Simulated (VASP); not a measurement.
SnTe:

```
Te Sn
1.0
     0.00000    3.19231    3.19231
     3.19231    0.00000    3.19231
     3.19231    3.19231    0.00000
Te Sn
1 1
Cartesian
  3.1923 3.1923 3.1923
  0.0000 0.0000 0.0000
```

Base run:

| Item | Value |
| --- | --- |
| Program | VASP 6.6.1 |
| Functional | PBE |
| Potentials or basis | VASP PAW PBE potentials, release 64 (Te, Sn_d) |
| Cutoff | 520 eV |
| k mesh | 7 × 7 × 7 |
| Occupations | fermi-dirac, width 0.05 eV |
| Spin | no spin polarisation |

Its results: pressure 0.4 GPa.

Question: The run is repeated on the same cell with these changes: functional from PBE to PBEsol-based screened hybrid with 25 % exact exchange; k mesh from 7 × 7 × 7 to 4 × 4 × 4. What comes out?

Answer: Pressure -2.3 GPa.

Several settings changed at once.

Caveats: some runs use coarse meshes; the PAW data sets were made with another functional, which shifts forces and pressure a little (at least some runs).
